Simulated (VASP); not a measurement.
Input of a VASP 6.6.1 run:

Contents of INCAR:

```
  ALGO = Normal
  EDIFF = 1E-6
  ENCUT = 500
  GGA = PE
  GGA_COMPAT = False
  ISIF = 2
  ISMEAR = -1
  LASPH = True
  LCHARG = False
  LORBIT = 11
  LORBMOM = True
  LREAL = False
  LSORBIT = True
  LWAVE = False
  MAGMOM = 0 0 0 0 0 0
  NBANDS = 30
  NELM = 200
  PREC = Accurate
  SIGMA = 0.1
```

The input KPOINTS:

```
k-points
0
Gamma
  5 5 5
```

Contents of POSCAR:

```
Cs
1.0
    0.0000000000      5.6998899330      5.6998899330
    5.6998899330      0.0000000000      5.6998899330
    5.6998899330      5.6998899330      0.0000000000
Cs
2
Direct
    0.1250000000      0.1250000000      0.1250000000
    0.8750000000      0.8750000000      0.8750000000
```

Potentials or basis: VASP PAW PBE potentials, release 64 (Cs_sv).

The run is started by

```sh
$ cat potpaw_PBE.64/Cs_sv/POTCAR > POTCAR
$ mpirun -np 1 vasp_ncl > vasp.out
```

Problem. What does it give for the net moment?

Solution. 0.00 μB per cell.

Problem. Estimate the pressure.

Solution. 0.0 GPa.

Moments on the atoms (μB; x, y, z):
```
Cs  0.00 0.00 0.00
Cs  0.00 0.00 0.00
```
